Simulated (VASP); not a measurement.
# Sb (Fm-3m) in VASP: notebook

The runs below take Sb through single point, with PBEsol.

All numbers are computed with VASP 6.6.1; they aren't measurements. Logs are shortened: lines on timing, memory, paths and dates and some standing lists are left out, and cuts for length are marked.

**1. The cell of the first run**

The structure is cubic, space group Fm-3m (No. 225). The conventional cell has a = 4.715 Å, b = 4.715 Å, c = 4.715 Å, α = 90.00°, β = 90.00°, γ = 90.00°. Within 4.4 Å of Sb (site symmetry m-3m) lie 12 Sb at 3.33 Å.

**2. Single point, PBEsol**

Input file INCAR:

```
PREC     = Accurate       # precision mode
ENCUT    = 520            # plane-wave cutoff, eV
EDIFF    = 1E-7           # SCF threshold, eV
ISMEAR   = -1             # smearing method
SIGMA    = 0.1            # smearing width, eV
LREAL    = F              # projectors in reciprocal space
LASPH    = T              # aspherical terms in the spheres
NELM     = 60             # most SCF steps
ALGO     = Normal         # electronic algorithm
ISIF     = 2              # what is computed and relaxed
LWAVE    = F              # write WAVECAR
LCHARG   = F              # write CHGCAR
GGA      = PS             # functional
NBANDS   = 12             # bands
```

Input file KPOINTS:

```
regular mesh
0
Gamma
  11 11 8
```

Input file POSCAR:

```
Sb
1.0
    2.3573854922      2.3573854922      0.0000000000
   -2.3573854922      2.3573854922      0.0000000000
    0.0000000000      0.0000000000      4.7147709844
Sb
2
Direct
    0.0000000000      0.0000000000      0.0000000000
    0.5000000000      0.5000000000      0.5000000000
```

Potentials or basis: VASP PAW PBE potentials, release 64 (Sb).

Command:

```
$ cat potpaw_PBE.64/Sb/POTCAR > POTCAR
$ mpirun -np 1 vasp_std > vasp.out
```

OUTCAR:

```text
PREC = Accurate
   ENCUT = 520
   EDIFF = 1E-7
   ISMEAR = -1
   LREAL = F
   LASPH = T
   NELM = 60
   ISIF = 2
   GGA = PS

 ion  position               nearest neighbor table
   1  0.000  0.000  0.000-   2 3.33   2 3.33   2 3.33   2 3.33   2 3.33   2 3.33   2 3.33   2 3.33

   2  0.500  0.500  0.500-   1 3.33   1 3.33   1 3.33   1 3.33   1 3.33   1 3.33   1 3.33   1 3.33

  LATTYP: Found a simple tetragonal cell.
 ALAT       =     3.3338465348
 C/A-ratio  =     1.4142135624

  Lattice vectors:

 A1 = (   2.3573854922,   2.3573854922,   0.0000000000)
 A2 = (  -2.3573854922,   2.3573854922,   0.0000000000)
 A3 = (   0.0000000000,   0.0000000000,   4.7147709844)

Analysis of symmetry for initial positions (statically):
=====================================================================
 Subroutine PRICEL returns following result:

  LATTYP: Found a face centered cubic cell.
 ALAT       =     4.7147709844

  Lattice vectors:

 A1 = (   0.0000000000,  -2.3573854922,  -2.3573854922)
 A2 = (   2.3573854922,   0.0000000000,  -2.3573854922)
 A3 = (   2.3573854922,  -2.3573854922,  -0.0000000000)

   2 primitive cells build up your supercell.

 Routine SETGRP: Setting up the symmetry group for a
 simple tetragonal supercell.

 Subroutine GETGRP returns: Found 16 space group operations
 (whereof 16 operations were pure point group operations)
 out of a pool of 16 trial point group operations.

The static configuration has the point symmetry D_4h.

Analysis of symmetry for dynamics (positions and initial velocities):
=====================================================================
 Subroutine PRICEL returns following result:

  LATTYP: Found a face centered cubic cell.
 ALAT       =     4.7147709844

  Lattice vectors:

 A1 = (   0.0000000000,  -2.3573854922,  -2.3573854922)
 A2 = (   2.3573854922,   0.0000000000,  -2.3573854922)
 A3 = (   2.3573854922,  -2.3573854922,  -0.0000000000)

   2 primitive cells build up your supercell.

 Routine SETGRP: Setting up the symmetry group for a
 simple tetragonal supercell.

 Subroutine GETGRP returns: Found 16 space group operations
 (whereof 16 operations were pure point group operations)
 out of a pool of 16 trial point group operations.

The dynamic configuration has the point symmetry D_4h.

 Subroutine INISYM returns: Found 16 space group operations
 (whereof 16 operations are pure point group operations),
 and found     2 'primitive' translations

----------------------------------------------------------------------------------------

                                     Primitive cell

  volume of cell :      26.2012

  direct lattice vectors                    reciprocal lattice vectors
     0.000000000 -2.357385492 -2.357385492    -0.212099379 -0.212099379 -0.212099379
     2.357385492  0.000000000 -2.357385492     0.212099379  0.212099379 -0.212099379
     2.357385492 -2.357385492 -0.000000000     0.212099379 -0.212099379  0.212099379

  length of vectors
     3.333846535  3.333846535  3.333846535     0.367366901  0.367366901  0.367366901

  position of ions in fractional coordinates (direct lattice)
     0.000000000  0.000000000  0.000000000

  ion indices of the primitive-cell ions
   primitive index   ion index
                 1           1

----------------------------------------------------------------------------------------

 KPOINTS: regular mesh

Automatic generation of k-mesh.
 Grid dimensions read from file:
 generate k-points for:   11   11    8

 Generating k-lattice:

  Cartesian coordinates                     Fractional coordinates (reciprocal lattice)
     0.019281762  0.019281762  0.000000000     0.090909091  0.000000000  0.000000000
    -0.019281762  0.019281762  0.000000000     0.000000000  0.090909091  0.000000000
     0.000000000  0.000000000  0.026512422     0.000000000  0.000000000  0.125000000

  Length of vectors
     0.027268529  0.027268529  0.026512422

  Shift w.r.t. Gamma in fractional coordinates (k-lattice)
     0.000000000  0.000000000  0.000000000

 Subroutine IBZKPT returns following result:
 ===========================================

 Found    105 irreducible k-points:

 Following reciprocal coordinates:
            Coordinates               Weight
  0.000000  0.000000  0.000000      1.000000
  0.090909  0.000000  0.000000      4.000000
  0.181818  0.000000  0.000000      4.000000
  0.272727  0.000000  0.000000      4.000000
  0.363636  0.000000  0.000000      4.000000
  0.454545  0.000000  0.000000      4.000000
[... 16 lines left out ...]
  0.090909  0.000000  0.125000      8.000000
  0.181818  0.000000  0.125000      8.000000
 [... further k-points ...]
   k-points           NKPTS =    105   k-points in BZ     NKDIM =    105   number of bands    NBANDS=     12
   number of dos      NEDOS =    301   number of ions     NIONS =      2
   total plane-waves  NPLWV =  28224
   dimension x,y,z NGX =    28 NGY =   28 NGZ =   36
   dimension x,y,z NGXF=    56 NGYF=   56 NGZF=   72
   ions per type =               2
   NGX,Y,Z   is equivalent  to a cutoff of  13.96, 13.96, 12.69 a.u.
   NGXF,Y,Z  is equivalent  to a cutoff of  27.93, 27.93, 25.39 a.u.
 SYSTEM =  unknown system
   PREC   = accura    normal or accurate (medium, high low for compatibility)
   ISTART =      0    job   : 0-new  1-cont  2-samecut
   ICHARG =      2    charge: 1-file 2-atom 10-const
   ISPIN  =      1    spin polarized calculation?
   LNONCOLLINEAR =      F non collinear calculations
   LSORBIT =      F    spin-orbit coupling
   LASPH  =      T    aspherical Exc in radial PAW
   ENCUT  =  520.0 eV  38.22 Ry    6.18 a.u.   6.20  6.20  8.77*2*pi/ulx,y,z
   NELM   =     60;   NELMIN=  2; NELMDL= -5     # of ELM steps
   EDIFF  = 0.1E-06   stopping-criterion for ELM
   LREAL  =      F    real-space projection
   EDIFFG = 0.1E-05   stopping-criterion for IOM
   NSW    =      0    number of steps for IOM
   IBRION =     -1    ionic relax: 0-MD 1-quasi-New 2-CG
   NFREE  =      0    steps in history (QN), initial steepest desc. (CG)
   ISIF   =      2    stress and relaxation
   ISYM   =      2    0-nonsym 1-usesym 2-fastsym
   POTIM  = 0.5000    time-step for ionic-motion
   TEBEG  =    0.0;   TEEND  =   0.0 temperature during run
   PSTRESS=    0.0 pullay stress
   NELECT =      10.0000    total number of electrons
   NUPDOWN=      -1.0000    fix difference up-down
   EMIN   =  10.00;   EMAX   =-10.00  energy-range for DOS
   EFERMI =   0.00;   METHOD = LEGACY
   ISMEAR =    -1;   SIGMA  =   0.10  broadening in eV -4-tet -1-fermi 0-gaus
   EFERMI_NEDOS =   21; number of points for ismear=-14 and -15
   IALGO  =     38    algorithm
   IMIX   =      4    mixing-type and parameters
     AMIX     =   0.40;   BMIX     =  1.00
     AMIX_MAG =   1.60;   BMIX_MAG =  1.00
  volume/ion in A,a.u.               =      26.20       176.81
  Fermi-wavevector in a.u.,A,eV,Ry     =   0.942521  1.781106 12.086671  0.888345
  Thomas-Fermi vector in A             =   2.070138
   LORBIT       =      0    0 simple, 1 ext, 2 COOP (PROOUT), +10 PAW based schemes
   GGA     = PS    functional components
   LHFCALC =     F    Hartree Fock is set to
   AEXX    =    0.0000 exact exchange contribution
   IVDW    =     0    specifies the selected vdW correction
   LEPSILON=     F    determine dielectric tensor
   LRPA    =     F    only Hartree local field effects (RPA)
 non-spin polarized calculation
  energy-cutoff  :      520.00
  volume of cell :       52.40
 maximum number of plane-waves:      1427
 NGX is ok and might be reduce to    28
   NGX = 13   NGY = 13   NGZ = 17

 number of electron      10.0000001 magnetization

 Free energy of the ion-electron system (eV)
  ---------------------------------------------------
  ext. energy  EPLUGINS =         0.00000000
  ---------------------------------------------------
  free energy    TOTEN  =        -8.62007141 eV

  energy without entropy =       -8.57621864  energy(sigma->0) =       -8.59814503

 E-fermi :   8.7633     XC(G=0): -10.4528

 val. band max:        8.7578079746   @ k =   0.0909   0.0000   0.2500
 cond. band min:       8.7675421434   @ k =   0.3636   0.1818   0.1250
 fundamental gap:      0.0097341688
 Fermi energy:         8.7632923218

 k-point     1 :       0.0000    0.0000    0.0000
  band No.  band energies     occupation
      1      -4.4190      2.00000
      2       1.1926      2.00000
      3       3.6592      2.00000
      4       9.1157      0.05725
      5       9.1157      0.05725
      6      12.8875      0.00000
      7      13.3439      0.00000
      8      14.2528      0.00000
      9      14.2534      0.00000
     10      14.2534      0.00000
     11      18.8168      0.00000
     12      18.8174      0.00000

 k-point     2 :       0.0909    0.0000    0.0000
  band No.  band energies     occupation
      1      -4.3070      2.00000
      2       1.2258      2.00000
      3       3.7820      2.00000
      4       8.1226      1.99670
      5       9.2314      0.01837
      6      13.1594      0.00000
      7      13.3593      0.00000
      8      13.7330      0.00000
      9      14.2724      0.00000
     10      14.4007      0.00000
     11      17.9169      0.00000
     12      18.8941      0.00000

 k-point     3 :       0.1818    0.0000    0.0000
  band No.  band energies     occupation
      1      -3.9719      2.00000
      2       1.2655      2.00000
      3       4.1488      2.00000
      4       6.5471      2.00000
      5       9.5739      0.00060
      6      11.6218      0.00000
      7      12.4348      0.00000
      8      13.4627      0.00000
      9      14.2714      0.00000
     10      16.7305      0.00000
     11      17.8080      0.00000
     12      19.1265      0.00000
[... 286 lines left out ...]
 k-point    23 :       0.0909    0.0000    0.1250
  band No.  band energies     occupation
      1      -4.2013      2.00000
      2       0.5313      2.00000
      3       4.6030      2.00000
      4       8.2745      1.98503
      5       9.3456      0.00590
      6      12.4232      0.00000
      7      13.2807      0.00000
      8      13.8401      0.00000
      9      14.0611      0.00000
     10      14.4966      0.00000
     11      17.6947      0.00000
     12      19.1558      0.00000

 k-point    24 :       0.1818    0.0000    0.1250
  band No.  band energies     occupation
      1      -3.8670      2.00000
      2       0.6888      2.00000
      3       4.6702      2.00000
      4       6.8850      2.00000
      5       9.6841      0.00020
      6      10.5972      0.00000
      7      13.2691      0.00000
      8      13.5790      0.00000
      9      13.9008      0.00000
     10      16.8179      0.00000
     11      17.4382      0.00000
     12      19.4115      0.00000

 [... further k-points ...]
[... 5 lines left out ...]
  --------------------------------------------------------------------------------------
  -------------------------------------------------------------------------------------
  Total        0.0173026      0.0173026     -0.1509986      0.0000000      0.0000000      0.0000000
  in kB        0.5290165      0.5290165     -4.6166999      0.0000000      0.0000000      0.0000000
  external PRESSURE =      -1.1862223 kB  Pullay stress =       0.0000000 kB

 VOLUME and BASIS-vectors are now :
 -----------------------------------------------------------------------------
  energy-cutoff  :      520.00
  volume of cell :       52.40
      direct lattice vectors                 reciprocal lattice vectors
     2.357385492  2.357385492  0.000000000     0.212099379  0.212099379  0.000000000
    -2.357385492  2.357385492  0.000000000    -0.212099379  0.212099379  0.000000000
     0.000000000  0.000000000  4.714770984     0.000000000  0.000000000  0.212099379

 POSITION                                       TOTAL-FORCE (eV/Angst)
 -----------------------------------------------------------------------------------
      0.00000      0.00000      0.00000         0.000000      0.000000     -0.000000
      0.00000      2.35739      2.35739        -0.000000     -0.000000      0.000000
 -----------------------------------------------------------------------------------
    total drift:                               -0.000000      0.000000      0.000000

  FREE ENERGIE OF THE ION-ELECTRON SYSTEM (eV)
  ---------------------------------------------------
  free  energy   TOTEN  =        -8.6200714109 eV

  energy  without entropy=       -8.5762186396  energy(sigma->0) =       -8.59814503
```

Wall time 19 s (1 thread of Intel Xeon 6975P-C (Granite Rapids), shared host); peak memory 0.2 GiB.

Results:

```
Free energy            : -8.6201 eV
Pressure               : -0.1 GPa
Band gap on the k mesh : zero (band 5 reaches 12.44 eV, above the bottom of band 6 at 5.53 eV)
```

Levels at points of the mesh, in eV from the Fermi level:
| k point | band 1 | band 2 | band 3 | band 4 | band 5 | band 6 | band 7 | band 8 | band 9 | band 10 |
| --- | --- | --- | --- | --- | --- | --- | --- | --- | --- | --- |
| (0.00, 0.00, 0.00) | -13.18 | -7.57 | -5.10 | 0.35 | 0.35 | 4.12 | 4.58 | 5.49 | 5.49 | 5.49 |
| (0.00, 0.00, 0.50) | -11.50 | -11.50 | 0.94 | 0.94 | 2.14 | 2.14 | 2.14 | 2.14 | 5.96 | 5.96 |

Caveat: the PAW data sets were made with another functional, which shifts forces and pressure a little; spin-orbit coupling is left out, which moves the levels of the heavy elements.

(Continued in part 2 of 3.)
